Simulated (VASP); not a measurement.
# Ge2Te3O (P6/mmm) in VASP: a series of runs

Ge2Te3O is run at these levels: PBE; tasks: single point.

Everything below comes from runs of VASP 6.6.1. Logs are shortened: lines on timing, memory, paths and dates and some standing lists are left out, and cuts for length are marked.

## 1. The cell of the first run

It takes space group P6/mmm (No. 191, hexagonal). The conventional cell has a = 6.315 Å, b = 6.315 Å, c = 6.525 Å, α = 90.00°, β = 90.00°, γ = 120.00°. Ge (site symmetry 6mm) has 1 O at 1.80 Å within 2.4 Å. Te (site symmetry mmm) has 4 Te at 3.16 Å and 4 Ge at 3.48 Å within 4.2 Å. O (site symmetry 6/mmm) has 2 Ge at 1.80 Å within 2.4 Å.

## 2. Single point, PBE

Contents of INCAR:

```
PREC = Accurate
ENCUT = 520
EDIFF = 1E-7
ISMEAR = 0
SIGMA = 0.1
LREAL = False
LASPH = True
NELM = 60
ALGO = Normal
ISIF = 2
LWAVE = False
LCHARG = False
GGA = PE
NBANDS = 35
```

Contents of KPOINTS:

```
regular mesh
0
Gamma
  3 3 4
```

Contents of POSCAR:

```
Ge2Te3O
1.0
    6.3146939224      0.0000000000      0.0000000000
   -3.1573469612      5.4686853539      0.0000000000
    0.0000000000      0.0000000000      6.5247591220
Ge Te O
2 3 1
Direct
    0.0000000000      0.0000000000      0.7753463083
    0.0000000000      0.0000000000      0.2246536917
    0.5000000000      0.0000000000      0.0000000000
    0.0000000000      0.5000000000      0.0000000000
    0.5000000000      0.5000000000      0.0000000000
    0.0000000000      0.0000000000      0.5000000000
```

Potentials or basis: VASP PAW PBE potentials, release 64 (Ge_d, Te, O).

Started as:

```console
$ cat potpaw_PBE.64/Ge_d/POTCAR potpaw_PBE.64/Te/POTCAR potpaw_PBE.64/O/POTCAR > POTCAR
$ mpirun -np 1 vasp_std > vasp.out
```

OUTCAR:

```text
PREC = Accurate
   ENCUT = 520
   EDIFF = 1E-7
   ISMEAR = 0
   LREAL = False
   LASPH = True
   NELM = 60
   ISIF = 2
   GGA = PE

 ion  position               nearest neighbor table
   1  0.000  0.000  0.775-   6 1.80
   2  0.000  0.000  0.225-   6 1.80
   3  0.500  0.000  0.000-   4 3.16   5 3.16   5 3.16   4 3.16
   4  0.000  0.500  0.000-   3 3.16   3 3.16   5 3.16   5 3.16
   5  0.500  0.500  0.000-   3 3.16   3 3.16   4 3.16   4 3.16
   6  0.000  0.000  0.500-   1 1.80   2 1.80

  LATTYP: Found a hexagonal cell.
 ALAT       =     6.3146939224
 C/A-ratio  =     1.0332660937

  Lattice vectors:

 A1 = (   6.3146939224,   0.0000000000,   0.0000000000)
 A2 = (  -3.1573469612,   5.4686853539,   0.0000000000)
 A3 = (   0.0000000000,   0.0000000000,   6.5247591220)

Analysis of symmetry for initial positions (statically):
=====================================================================
 Subroutine PRICEL returns:
 Original cell was already a primitive cell.

 Routine SETGRP: Setting up the symmetry group for a
 hexagonal supercell.

 Subroutine GETGRP returns: Found 24 space group operations
 (whereof 24 operations were pure point group operations)
 out of a pool of 24 trial point group operations.

The static configuration has the point symmetry D_6h.

Analysis of symmetry for dynamics (positions and initial velocities):
=====================================================================
 Subroutine PRICEL returns:
 Original cell was already a primitive cell.

 Routine SETGRP: Setting up the symmetry group for a
 hexagonal supercell.

 Subroutine GETGRP returns: Found 24 space group operations
 (whereof 24 operations were pure point group operations)
 out of a pool of 24 trial point group operations.

The dynamic configuration has the point symmetry D_6h.

 Subroutine INISYM returns: Found 24 space group operations
 (whereof 24 operations are pure point group operations),
 and found     1 'primitive' translations

----------------------------------------------------------------------------------------

                                     Primitive cell

  volume of cell :     225.3200

  direct lattice vectors                    reciprocal lattice vectors
     6.314693922  0.000000000  0.000000000     0.158360803  0.091429652  0.000000000
[... 79 lines left out ...]
   LREAL  =      F    real-space projection
   EDIFFG = 0.1E-05   stopping-criterion for IOM
   NSW    =      0    number of steps for IOM
   IBRION =     -1    ionic relax: 0-MD 1-quasi-New 2-CG
   NFREE  =      0    steps in history (QN), initial steepest desc. (CG)
   ISIF   =      2    stress and relaxation
   ISYM   =      2    0-nonsym 1-usesym 2-fastsym
   POTIM  = 0.5000    time-step for ionic-motion
   TEBEG  =    0.0;   TEEND  =   0.0 temperature during run
   PSTRESS=    0.0 pullay stress
   NELECT =      52.0000    total number of electrons
   NUPDOWN=      -1.0000    fix difference up-down
   EMIN   =  10.00;   EMAX   =-10.00  energy-range for DOS
   EFERMI =   0.00;   METHOD = LEGACY
   ISMEAR =     0;   SIGMA  =   0.10  broadening in eV -4-tet -1-fermi 0-gaus
   EFERMI_NEDOS =   21; number of points for ismear=-14 and -15
   IALGO  =     38    algorithm
   IMIX   =      4    mixing-type and parameters
     AMIX     =   0.40;   BMIX     =  1.00
     AMIX_MAG =   1.60;   BMIX_MAG =  1.00
  volume/ion in A,a.u.               =      37.55       253.42
  Fermi-wavevector in a.u.,A,eV,Ry     =   1.004175  1.897615 13.719670  1.008367
  Thomas-Fermi vector in A             =   2.136774
   LORBIT       =      0    0 simple, 1 ext, 2 COOP (PROOUT), +10 PAW based schemes
   GGA     = PE    functional components
   LHFCALC =     F    Hartree Fock is set to
   AEXX    =    0.0000 exact exchange contribution
   IVDW    =     0    specifies the selected vdW correction
   LEPSILON=     F    determine dielectric tensor
   LRPA    =     F    only Hartree local field effects (RPA)
 non-spin polarized calculation
 Gauss-broadening in eV      SIGMA  =   0.10
  energy-cutoff  :      520.00
  volume of cell :      225.32
 maximum number of plane-waves:      6096
 NGX is ok and might be reduce to    48

 number of electron      51.9999992 magnetization

 Free energy of the ion-electron system (eV)
  ---------------------------------------------------
  ext. energy  EPLUGINS =         0.00000000
  ---------------------------------------------------
  free energy    TOTEN  =       -23.46072737 eV

  energy without entropy =      -23.42480498  energy(sigma->0) =      -23.44276618

 E-fermi :   2.0300     XC(G=0):  -7.4099

 val. band max:        2.0230323238   @ k =   0.3333   0.0000   0.5000
 cond. band min:       2.0720078252   @ k =   0.3333   0.3333   0.2500
 fundamental gap:      0.0489755014
 Fermi energy:         2.0299894184

 k-point     1 :       0.0000    0.0000    0.0000
  band No.  band energies     occupation
      1     -23.1822      2.00000
      2     -23.0230      2.00000
      3     -23.0230      2.00000
      4     -23.0208      2.00000
      5     -23.0208      2.00000
      6     -22.9932      2.00000
[... 331 lines left out ...]
     34       8.1145      0.00000
     35       8.1524      0.00000

------------------------ aborting loop because EDIFF is reached ----------------------------------------

  FORCE on cell =-STRESS in cart. coord.  units (eV):
  Direction    XX          YY          ZZ          XY          YZ          ZX
  --------------------------------------------------------------------------------------
  -------------------------------------------------------------------------------------
  Total       -0.1277778     -0.1277778     -0.3748015      0.0000000      0.0000000      0.0000000
  in kB       -0.9085865     -0.9085865     -2.6650919      0.0000000      0.0000000      0.0000000
  external PRESSURE =      -1.4940883 kB  Pullay stress =       0.0000000 kB

 VOLUME and BASIS-vectors are now :
 -----------------------------------------------------------------------------
  energy-cutoff  :      520.00
  volume of cell :      225.32
      direct lattice vectors                 reciprocal lattice vectors
     6.314693922  0.000000000  0.000000000     0.158360803  0.091429652  0.000000000
    -3.157346961  5.468685354  0.000000000     0.000000000  0.182859304  0.000000000
     0.000000000  0.000000000  6.524759122     0.000000000  0.000000000  0.153262363

 POSITION                                       TOTAL-FORCE (eV/Angst)
 -----------------------------------------------------------------------------------
      0.00000      0.00000      5.05895         0.000000     -0.000000      0.000723
      0.00000      0.00000      1.46581        -0.000000      0.000000     -0.000723
      3.15735      0.00000      0.00000         0.000000      0.000000      0.000000
     -1.57867      2.73434      0.00000         0.000000      0.000000      0.000000
      1.57867      2.73434      0.00000         0.000000      0.000000      0.000000
      0.00000      0.00000      3.26238         0.000000      0.000000      0.000000
 -----------------------------------------------------------------------------------
    total drift:                                0.000000      0.000000      0.000000

  FREE ENERGIE OF THE ION-ELECTRON SYSTEM (eV)
  ---------------------------------------------------
  free  energy   TOTEN  =       -23.4607273747 eV

  energy  without entropy=      -23.4248049832  energy(sigma->0) =      -23.44276618
```

stdout:

```text
POSCAR found type information on POSCAR GeTeO
 POSCAR found :  3 types and       6 ions
 scaLAPACK will be used
 LDA part: xc-table for (Slater+PW92), standard interpolation
 POSCAR, INCAR and KPOINTS ok, starting setup
 FFT: planning ... GRIDC
 FFT: planning ... GRID_SOFT
 FFT: planning ... GRID
 WAVECAR not read
 entering main loop
```

Wall time 60 s (1 thread of Intel Xeon Platinum 8488C (Sapphire Rapids), shared host); peak memory 0.36 GiB.

What came out:

```
Free energy            : -23.4607 eV
Pressure               : -0.1 GPa
Band gap on the k mesh : zero (band 26 reaches 3.75 eV, above the bottom of band 27 at 1.98 eV)
```

Stress tensor (GPa, compression positive):
```
-0.09  0.00  0.00
 0.00 -0.09  0.00
 0.00  0.00 -0.27
```

Caveat: the k points lie up to 0.38 Å⁻¹ apart; spin-orbit coupling is left out, which moves the levels of the heavy elements.

## 3. Single point, PBE

This run uses another cell than the first one, of 27.38 Å³/atom, 0.729 times its volume.

INCAR: that of step 2 with these lines changed.

```diff
@@ -2,3 +2,3 @@
 ENCUT = 520
-EDIFF = 1E-7
+EDIFF = 1E-6
 ISMEAR = 0
@@ -7,3 +7,3 @@
 LASPH = True
-NELM = 60
+NELM = 100
 ALGO = Normal
```

Contents of KPOINTS:

```
regular mesh
0
Gamma
  6 6 2
```

Contents of POSCAR:

```
Ge2Te3O
1.0
    5.0299183600      0.0000000000      0.0000000000
   -2.5149591800      4.3560370800      0.0000000000
    0.0000000000      0.0000000000      7.4978178700
Ge Te O
2 3 1
Direct
    0.0000000000      0.0000000000      0.7537976500
    0.0000000000      0.0000000000      0.2462023500
    0.5000000000      0.0000000000      0.0000000000
    0.0000000000      0.5000000000      0.0000000000
    0.5000000000      0.5000000000      0.0000000000
    0.0000000000      0.0000000000      0.5000000000
```

Potentials or basis: VASP PAW PBE potentials, release 64 (Ge_d, Te, O).

Started as:

```console
$ cat potpaw_PBE.64/Ge_d/POTCAR potpaw_PBE.64/Te/POTCAR potpaw_PBE.64/O/POTCAR > POTCAR
$ mpirun -np 1 vasp_std > vasp.out
```

Run time: 65 s. Hardware: 1 thread of Intel Xeon Platinum 8488C (Sapphire Rapids), shared host; peak memory 0.33 GiB.

It converged, with:

| Item | Value |
| --- | --- |
| Free energy | -15.4677 eV |
| Pressure | 31.0 GPa |
| Largest force | 2.196 eV/Å |
| Band gap on the k mesh | zero (band 26 reaches 6.53 eV, above the bottom of band 27 at 4.51 eV) |

Forces in eV/Å, atoms in the order of the input:
```
Ge   0.000  0.000 -2.196
Ge   0.000  0.000  2.196
Te   0.000  0.000  0.000
Te   0.000  0.000  0.000
Te   0.000  0.000  0.000
O    0.000  0.000  0.000
```

Stress tensor (GPa, compression positive):
```
46.93  0.00  0.00
 0.00 46.93  0.00
 0.00  0.00 -0.91
```

Levels at points of the mesh, in eV from the Fermi level:
```tsv
k point	band 24	band 25	band 26	band 27	band 28	band 29
(0.00, 0.00, 0.00)	-1.33	-1.33	-0.99	-0.78	-0.78	2.20
(0.50, 0.00, 0.00)	-2.46	-2.12	-1.81	-1.15	0.65	1.99
(0.00, 0.00, 0.50)	-1.35	-1.35	-0.05	-0.05	0.59	1.39
(0.50, 0.00, 0.50)	-2.35	-2.31	-2.01	-0.35	0.05	1.58
```

Caveat: the k points lie up to 0.42 Å⁻¹ apart; spin-orbit coupling is left out, which moves the levels of the heavy elements; forces of over 1 eV/Å act on the atoms, so gaps and moduli don't describe the material at rest.

## 4. Single point, PBE

This run uses another cell than the first one, of the same volume but with other edges.

Contents of INCAR:

```
  ALGO = Normal
  EDIFF = 1E-6
  ENCUT = 520
  GGA = PE
  ISIF = 2
  ISMEAR = 0
  LASPH = T
  LCHARG = F
  LREAL = F
  LWAVE = F
  NBANDS = 35
  NELM = 100
  PREC = Accurate
  SIGMA = 0.1
```

Contents of KPOINTS:

```
k-points
0
Gamma
  6 6 2
```

Contents of POSCAR:

```
Ge2Te3O
1.0
    6.2325908097      0.0000000000      0.0000000000
   -3.1162954049      5.3975819726      0.0000000000
    0.0000000000      0.0000000000      6.7079582578
Ge Te O
2 3 1
Direct
    0.0000000000      0.0000000000      0.7677052676
    0.0000000000      0.0000000000      0.2322947324
    0.5000000000      0.0000000000      0.0000000000
    0.0000000000      0.5000000000      0.0000000000
    0.5000000000      0.5000000000      0.0000000000
    0.0000000000      0.0000000000      0.5000000000
```

Started as:

```console
$ cat potpaw_PBE.64/Ge_d/POTCAR potpaw_PBE.64/Te/POTCAR potpaw_PBE.64/O/POTCAR > POTCAR
$ mpirun -np 1 vasp_std > vasp.out
```

Wall time 74 s (1 thread of Intel Xeon Platinum 8488C (Sapphire Rapids), shared host); peak memory 0.38 GiB.

The run converged. Its results:

```
Free energy            : -23.9119 eV
Pressure               : -0.4 GPa
Band gap on the k mesh : zero (band 26 reaches 3.60 eV, above the bottom of band 27 at 1.33 eV)
```

Stress tensor (GPa, compression positive):
```
-0.35  0.00  0.00
 0.00 -0.35  0.00
 0.00  0.00 -0.43
```

Levels at points of the mesh, in eV from the Fermi level:
```tsv
k point	band 23	band 24	band 25	band 26	band 27	band 28	band 29	band 30
(0.00, 0.00, 0.00)	-1.42	-0.38	-0.38	0.48	0.48	1.29	2.22	2.36
(0.50, 0.00, 0.00)	-1.39	-1.31	-1.08	-1.02	-0.89	1.04	1.82	2.08
(0.00, 0.00, 0.50)	-2.19	-0.44	-0.44	1.38	1.38	1.78	1.78	2.22
(0.50, 0.00, 0.50)	-1.38	-1.34	-1.31	-0.80	-0.52	0.29	2.40	2.53
```

Caveat: the k points lie up to 0.47 Å⁻¹ apart; spin-orbit coupling is left out, which moves the levels of the heavy elements.

## 5. Summary

| cell | k mesh | gap on the mesh (eV) | pressure (GPa) |
| --- | --- | --- | --- |
| a = 6.315, b = 6.315, c = 6.525 Å, angles 90.0, 90.0, 120.0°, 6 atoms | 3 × 3 × 4 | none | -0.1 |
| a = 5.030, b = 5.030, c = 7.498 Å, angles 90.0, 90.0, 120.0°, 6 atoms | 6 × 6 × 2 | none | 31.0 |
| a = 6.233, b = 6.233, c = 6.708 Å, angles 90.0, 90.0, 120.0°, 6 atoms | 6 × 6 × 2 | none | -0.4 |

Alike in all rows: task single point; level PBE; potentials or basis VASP PAW PBE potentials, release 64 (Ge_d, Te, O); no spin polarisation; cutoff (eV) 520; smearing gaussian 0.1 eV.

Caveats: all runs use coarse meshes; spin-orbit coupling is left out, which moves the levels of the heavy elements; forces of over 1 eV/Å act on the atoms, so gaps and moduli don't describe the material at rest (some runs).

Absolute energies hang on the potentials; compare differences alone.
